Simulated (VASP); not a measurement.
# MgO (Fm-3m) in VASP: further runs

The runs below take MgO through single point, with PBE.

Program: VASP 6.6.1. These are calculated values, not measurements. Logs are shortened: lines on timing, memory, paths and dates and some standing lists are left out, and cuts for length are marked.

**The experiment to reproduce.**

From “Electronic structure of alkaline earth and post-transition metal oxides”, 2009, arxiv:0908.1581, for a bulk crystal of MgO: band gap 7.83 eV.

The results are compared with them further down.

## 1. The cell of the first run

It takes space group Fm-3m (No. 225, cubic). Conventional cell: a = 4.270 Å, b = 4.270 Å, c = 4.270 Å, α = 90.00°, β = 90.00°, γ = 90.00°. Within 2.8 Å of Mg (site symmetry m-3m) lie 6 O at 2.14 Å. O (site symmetry m-3m) has 6 Mg at 2.14 Å within 2.8 Å.

## 2. Single point, PBE

INCAR

```
SYSTEM = MgO
PREC = Accurate ; ENCUT = 520
EDIFF = 1E-6 ; ISMEAR = -1
SIGMA = 0.01 ; LREAL = .FALSE.
LASPH = .TRUE. ; NELM = 80
ALGO = Normal ; ISIF = 2
LWAVE = .FALSE. ; LCHARG = .FALSE.
GGA = PE ; NBANDS = 11
```

KPOINTS

```
regular mesh
0
G
  3 3 3
  0 0 0
```

POSCAR

```
MgO
1.0
    0.0000000000      2.1351500000      2.1351500000
    2.1351500000      0.0000000000      2.1351500000
    2.1351500000      2.1351500000      0.0000000000
Mg O
1 1
Direct
    0.0000000000      0.0000000000      0.0000000000
    0.5000000000      0.5000000000      0.5000000000
```

Potentials or basis: VASP PAW PBE potentials, release 64 (Mg, O).

Launch:

```bash
> cat potpaw_PBE.64/Mg/POTCAR potpaw_PBE.64/O/POTCAR > POTCAR
> mpirun -np 1 vasp_std > vasp.out
```

OUTCAR:

```text
SYSTEM = MgO
   PREC = Accurate
   ENCUT = 520
   EDIFF = 1E-6
   ISMEAR = -1
   LREAL = .FALSE.
   LASPH = .TRUE.
   NELM = 80
   ISIF = 2
   GGA = PE

 ion  position               nearest neighbor table
   1  0.000  0.000  0.000-   2 2.14   2 2.14   2 2.14   2 2.14   2 2.14   2 2.14
   2  0.500  0.500  0.500-   1 2.14   1 2.14   1 2.14   1 2.14   1 2.14   1 2.14

  LATTYP: Found a face centered cubic cell.
 ALAT       =     4.2703000000

  Lattice vectors:

 A1 = (   0.0000000000,   2.1351500000,   2.1351500000)
 A2 = (   2.1351500000,   0.0000000000,   2.1351500000)
 A3 = (   2.1351500000,   2.1351500000,   0.0000000000)

Analysis of symmetry for initial positions (statically):
=====================================================================
 Subroutine PRICEL returns:
 Original cell was already a primitive cell.

 Routine SETGRP: Setting up the symmetry group for a
 face centered cubic supercell.

 Subroutine GETGRP returns: Found 48 space group operations
 (whereof 48 operations were pure point group operations)
 out of a pool of 48 trial point group operations.

The static configuration has the point symmetry O_h .

Analysis of symmetry for dynamics (positions and initial velocities):
=====================================================================
 Subroutine PRICEL returns:
 Original cell was already a primitive cell.

 Routine SETGRP: Setting up the symmetry group for a
 face centered cubic supercell.

 Subroutine GETGRP returns: Found 48 space group operations
 (whereof 48 operations were pure point group operations)
 out of a pool of 48 trial point group operations.

The dynamic configuration has the point symmetry O_h .

 Subroutine INISYM returns: Found 48 space group operations
 (whereof 48 operations are pure point group operations),
 and found     1 'primitive' translations

----------------------------------------------------------------------------------------

                                     Primitive cell

  volume of cell :      19.4677

  direct lattice vectors                    reciprocal lattice vectors
     0.000000000  2.135150000  2.135150000    -0.234175585  0.234175585  0.234175585
     2.135150000  0.000000000  2.135150000     0.234175585 -0.234175585  0.234175585
     2.135150000  2.135150000  0.000000000     0.234175585  0.234175585 -0.234175585

  length of vectors
     3.019558088  3.019558088  3.019558088     0.405604011  0.405604011  0.405604011

  position of ions in fractional coordinates (direct lattice)
     0.000000000  0.000000000  0.000000000
     0.500000000  0.500000000  0.500000000

  ion indices of the primitive-cell ions
   primitive index   ion index
                 1           1
                 2           2

----------------------------------------------------------------------------------------

 KPOINTS: regular mesh

Automatic generation of k-mesh.
 Grid dimensions read from file:
 generate k-points for:    3    3    3

 Generating k-lattice:

  Cartesian coordinates                     Fractional coordinates (reciprocal lattice)
    -0.078058528  0.078058528  0.078058528     0.333333333  0.000000000  0.000000000
     0.078058528 -0.078058528  0.078058528     0.000000000  0.333333333  0.000000000
     0.078058528  0.078058528 -0.078058528     0.000000000  0.000000000  0.333333333

  Length of vectors
     0.135201337  0.135201337  0.135201337

  Shift w.r.t. Gamma in fractional coordinates (k-lattice)
     0.000000000  0.000000000  0.000000000

 Subroutine IBZKPT returns following result:
 ===========================================

 Found      4 irreducible k-points:

 Following reciprocal coordinates:
            Coordinates               Weight
  0.000000  0.000000  0.000000      1.000000
  0.333333  0.000000  0.000000      8.000000
  0.333333  0.333333  0.000000      6.000000
 -0.333333  0.333333  0.000000     12.000000
   k-points           NKPTS =      4   k-points in BZ     NKDIM =      4   number of bands    NBANDS=     11
   number of dos      NEDOS =    301   number of ions     NIONS =      2
   total plane-waves  NPLWV =  13824
   dimension x,y,z NGX =    24 NGY =   24 NGZ =   24
   dimension x,y,z NGXF=    48 NGYF=   48 NGZF=   48
   ions per type =               1   1
   NGX,Y,Z   is equivalent  to a cutoff of  13.21, 13.21, 13.21 a.u.
   NGXF,Y,Z  is equivalent  to a cutoff of  26.43, 26.43, 26.43 a.u.
 SYSTEM =  MgO
   PREC   = accura    normal or accurate (medium, high low for compatibility)
   ISTART =      0    job   : 0-new  1-cont  2-samecut
   ICHARG =      2    charge: 1-file 2-atom 10-const
   ISPIN  =      1    spin polarized calculation?
   LNONCOLLINEAR =      F non collinear calculations
   LSORBIT =      F    spin-orbit coupling
   LASPH  =      T    aspherical Exc in radial PAW
   ENCUT  =  520.0 eV  38.22 Ry    6.18 a.u.   5.61  5.61  5.61*2*pi/ulx,y,z
   NELM   =     80;   NELMIN=  2; NELMDL= -5     # of ELM steps
   EDIFF  = 0.1E-05   stopping-criterion for ELM
   LREAL  =      F    real-space projection
   EDIFFG = 0.1E-04   stopping-criterion for IOM
   NSW    =      0    number of steps for IOM
   IBRION =     -1    ionic relax: 0-MD 1-quasi-New 2-CG
   NFREE  =      0    steps in history (QN), initial steepest desc. (CG)
   ISIF   =      2    stress and relaxation
   ISYM   =      2    0-nonsym 1-usesym 2-fastsym
   POTIM  = 0.5000    time-step for ionic-motion
   TEBEG  =    0.0;   TEEND  =   0.0 temperature during run
   PSTRESS=    0.0 pullay stress
   NELECT =       8.0000    total number of electrons
   NUPDOWN=      -1.0000    fix difference up-down
   EMIN   =  10.00;   EMAX   =-10.00  energy-range for DOS
   EFERMI =   0.00;   METHOD = LEGACY
   ISMEAR =    -1;   SIGMA  =   0.01  broadening in eV -4-tet -1-fermi 0-gaus
   EFERMI_NEDOS =   21; number of points for ismear=-14 and -15
   IALGO  =     38    algorithm
   IMIX   =      4    mixing-type and parameters
     AMIX     =   0.40;   BMIX     =  1.00
     AMIX_MAG =   1.60;   BMIX_MAG =  1.00
  volume/ion in A,a.u.               =       9.73        65.69
  Fermi-wavevector in a.u.,A,eV,Ry     =   1.217119  2.300022 20.155386  1.481379
  Thomas-Fermi vector in A             =   2.352450
   LORBIT       =      0    0 simple, 1 ext, 2 COOP (PROOUT), +10 PAW based schemes
   GGA     = PE    functional components
   LHFCALC =     F    Hartree Fock is set to
   AEXX    =    0.0000 exact exchange contribution
   IVDW    =     0    specifies the selected vdW correction
   LEPSILON=     F    determine dielectric tensor
   LRPA    =     F    only Hartree local field effects (RPA)
 non-spin polarized calculation
  energy-cutoff  :      520.00
  volume of cell :       19.47
 maximum number of plane-waves:       531
 NGX is ok and might be reduce to    24
   NGX = 11   NGY = 11   NGZ = 11

 number of electron       8.0000002 magnetization

 Free energy of the ion-electron system (eV)
  ---------------------------------------------------
  ext. energy  EPLUGINS =         0.00000000
  ---------------------------------------------------
  free energy    TOTEN  =       -11.82003115 eV

  energy without entropy =      -11.82003115  energy(sigma->0) =      -11.82003115

 E-fermi :   3.3207     XC(G=0): -10.8684

 val. band max:        2.9668336898   @ k =   0.0000   0.0000   0.0000
 cond. band min:       7.2585071130   @ k =   0.0000   0.0000   0.0000
 fundamental gap:      4.2916734232
 Fermi energy:         3.3206725453

 k-point     1 :       0.0000    0.0000    0.0000
  band No.  band energies     occupation
      1     -14.1006      2.00000
      2       2.9668      2.00000
      3       2.9668      2.00000
      4       2.9668      2.00000
      5       7.2585      0.00000
      6      18.4634      0.00000
      7      18.4634      0.00000
      8      18.4634      0.00000
      9      22.2847      0.00000
     10      23.9961      0.00000
     11      23.9961      0.00000

 k-point     2 :       0.3333    0.0000    0.0000
  band No.  band energies     occupation
      1     -13.2456      2.00000
      2      -0.6049      2.00000
      3       2.4976      2.00000
      4       2.4976      2.00000
      5      10.2633      0.00000
      6      14.9051      0.00000
      7      19.0772      0.00000
      8      19.0772      0.00000
      9      23.3474      0.00000
     10      23.3474      0.00000
     11      23.6723      0.00000

 k-point     3 :       0.3333    0.3333    0.0000
  band No.  band energies     occupation
      1     -13.0355      2.00000
      2      -0.3712      2.00000
      3       1.9488      2.00000
      4       1.9488      2.00000
      5      11.7800      0.00000
      6      12.8591      0.00000
      7      16.3424      0.00000
      8      20.6050      0.00000
      9      20.6050      0.00000
     10      27.1247      0.00000
     11      29.0274      0.00000

 k-point     4 :      -0.3333    0.3333    0.0000
  band No.  band energies     occupation
      1     -12.6930      2.00000
      2      -0.1524      2.00000
      3       0.0113      2.00000
      4       2.0133      2.00000
      5      12.9573      0.00000
      6      14.8108      0.00000
      7      14.9120      0.00000
      8      20.1328      0.00000
      9      21.2075      0.00000
     10      25.6585      0.00000
     11      29.6944      0.00000

------------------------ aborting loop because EDIFF is reached ----------------------------------------

  FORCE on cell =-STRESS in cart. coord.  units (eV):
  Direction    XX          YY          ZZ          XY          YZ          ZX
  --------------------------------------------------------------------------------------
  -------------------------------------------------------------------------------------
  Total       -0.2476602     -0.2476602     -0.2476602     -0.0000000     -0.0000000     -0.0000000
  in kB      -20.3822290    -20.3822290    -20.3822290     -0.0000000     -0.0000000     -0.0000000
  external PRESSURE =     -20.3822290 kB  Pullay stress =       0.0000000 kB

 VOLUME and BASIS-vectors are now :
 -----------------------------------------------------------------------------
  energy-cutoff  :      520.00
  volume of cell :       19.47
      direct lattice vectors                 reciprocal lattice vectors
     0.000000000  2.135150000  2.135150000    -0.234175585  0.234175585  0.234175585
     2.135150000  0.000000000  2.135150000     0.234175585 -0.234175585  0.234175585
     2.135150000  2.135150000  0.000000000     0.234175585  0.234175585 -0.234175585

 POSITION                                       TOTAL-FORCE (eV/Angst)
 -----------------------------------------------------------------------------------
      0.00000      0.00000      0.00000        -0.000000     -0.000000      0.000000
      2.13515      2.13515      2.13515         0.000000      0.000000     -0.000000
 -----------------------------------------------------------------------------------
    total drift:                               -0.000000     -0.000000      0.000000

  FREE ENERGIE OF THE ION-ELECTRON SYSTEM (eV)
  ---------------------------------------------------
  free  energy   TOTEN  =       -11.8200311480 eV

  energy  without entropy=      -11.8200311480  energy(sigma->0) =      -11.82003115
```

It took 2.9 s on 1 thread of Intel Xeon Platinum 8488C (Sapphire Rapids), shared host; peak memory 0.13 GiB.

What came out:

```yaml
Free_energy: -11.8200 eV
Pressure: -2.0 GPa
Band_gap_on_the_k_mesh: 4.29 eV, direct
```

Caveat: the k points lie up to 0.85 Å⁻¹ apart.

## 3. Single point, PBE

INCAR

```
SYSTEM = MgO
PREC     = Accurate       ! precision mode
ENCUT    = 520            ! plane-wave cutoff, eV
EDIFF    = 1E-6           ! SCF threshold, eV
ISMEAR   = -1             ! smearing method
SIGMA    = 0.01           ! smearing width, eV
LREAL    = .FALSE.        ! projectors in reciprocal space
LASPH    = .TRUE.         ! aspherical terms in the spheres
NELM     = 80             ! most SCF steps
ALGO     = Normal         ! electronic algorithm
ISIF     = 2              ! what is computed and relaxed
LWAVE    = .FALSE.        ! write WAVECAR
LCHARG   = .FALSE.        ! write CHGCAR
GGA      = PE             ! functional
NBANDS   = 11             ! bands
```

KPOINTS

```
regular mesh
0
G
  6 6 6
  0 0 0
```

POSCAR is that of step 2.

Potentials or basis: VASP PAW PBE potentials, release 64 (Mg, O).

Launch:

```bash
> cat potpaw_PBE.64/Mg/POTCAR potpaw_PBE.64/O/POTCAR > POTCAR
> mpirun -np 1 vasp_std > vasp.out
```

It took 4.6 s on 1 thread of Intel Xeon Platinum 8488C (Sapphire Rapids), shared host; peak memory 0.13 GiB.

Results (log left out):

- Free energy: -11.9094 eV
- Pressure: -2.4 GPa
- Band gap on the k mesh: 4.34 eV, direct

Levels at points of the mesh, in eV from the valence-band top:
| k point | band 1 | band 2 | band 3 | band 4 | band 5 | band 6 | band 7 | band 8 |
| --- | --- | --- | --- | --- | --- | --- | --- | --- |
| (0.00, 0.00, 0.00) | -17.06 | 0.00 | 0.00 | 0.00 | 4.34 | 15.56 | 15.56 | 15.56 |
| (0.50, 0.00, 0.00) | -15.87 | -4.44 | -0.61 | -0.61 | 7.64 | 12.14 | 15.89 | 15.89 |
| (0.50, 0.50, 0.00) | -15.63 | -3.92 | -1.29 | -1.29 | 9.07 | 9.53 | 12.67 | 18.35 |

Caveat: the k points lie up to 0.42 Å⁻¹ apart.

## 4. Single point, PBE

INCAR

```
PREC     = Accurate       # precision mode
ENCUT    = 520            # plane-wave cutoff, eV
EDIFF    = 1E-7           # SCF threshold, eV
ISMEAR   = -1             # smearing method
SIGMA    = 0.01           # smearing width, eV
LREAL    = False          # projectors in reciprocal space
LASPH    = True           # aspherical terms in the spheres
NELM     = 80             # most SCF steps
ALGO     = Normal         # electronic algorithm
ISIF     = 2              # what is computed and relaxed
LWAVE    = False          # write WAVECAR
LCHARG   = True           # write CHGCAR
GGA      = PE             # functional
LELF     = True           # ELF
LVHAR    = True         
NBANDS   = 11             # bands
```

KPOINTS

```
regular mesh
0
Gamma
  8 8 8
```

POSCAR is that of step 3.

Launch:

```bash
> cat potpaw_PBE.64/Mg/POTCAR potpaw_PBE.64/O/POTCAR > POTCAR
> mpirun -np 1 vasp_std > vasp.out
```

It took 8.9 s on 1 thread of Intel Xeon Platinum 8488C (Sapphire Rapids), shared host; peak memory 0.14 GiB.

Results (log left out):

```
Free energy            : -11.9097 eV
Pressure               : -2.4 GPa
Band gap on the k mesh : 4.34 eV, direct
```

Levels at points of the mesh, in eV from the valence-band top:
| k point | band 1 | band 2 | band 3 | band 4 | band 5 | band 6 | band 7 | band 8 | band 9 |
| --- | --- | --- | --- | --- | --- | --- | --- | --- | --- |
| (0.00, 0.00, 0.00) | -17.06 | 0.00 | 0.00 | 0.00 | 4.34 | 15.57 | 15.57 | 15.57 | 19.38 |
| (0.50, 0.00, 0.00) | -15.87 | -4.44 | -0.61 | -0.61 | 7.64 | 12.14 | 15.89 | 15.89 | 20.28 |
| (0.50, 0.50, 0.00) | -15.63 | -3.92 | -1.29 | -1.29 | 9.07 | 9.53 | 12.67 | 18.35 | 18.35 |

## 5. Single point, PBE

INCAR

```
ALGO     = Normal         # electronic algorithm
EDIFF    = 1E-6           # SCF threshold, eV
ENCUT    = 520            # plane-wave cutoff, eV
GGA      = PE             # functional
ISIF     = 2              # what is computed and relaxed
ISMEAR   = -1             # smearing method
LASPH    = True           # aspherical terms in the spheres
LCHARG   = False          # write CHGCAR
LREAL    = False          # projectors in reciprocal space
LWAVE    = False          # write WAVECAR
NBANDS   = 11             # bands
NELM     = 100            # most SCF steps
PREC     = Accurate       # precision mode
SIGMA    = 0.01           # smearing width, eV
```

KPOINTS

```
k-points
0
Gamma
  15 15 15
```

POSCAR is that of step 4.

Launch:

```bash
> cat potpaw_PBE.64/Mg/POTCAR potpaw_PBE.64/O/POTCAR > POTCAR
> mpirun -np 1 vasp_std > vasp.out
```

Wall time 11 s (1 thread of Intel Xeon Platinum 8488C (Sapphire Rapids), shared host); peak memory 0.16 GiB.

The run converged. Its results:

| Quantity | Value |
| --- | --- |
| Free energy | -11.9097 eV |
| Pressure | -2.4 GPa |
| Band gap on the k mesh | 4.34 eV, direct |

Levels at points of the mesh, in eV from the valence-band top:
```tsv
k point	band 1	band 2	band 3	band 4	band 5	band 6	band 7	band 8	band 9
(0.00, 0.00, 0.00)	-17.06	0.00	0.00	0.00	4.34	15.57	15.57	15.57	19.38
```

[end of part 1 of 2]
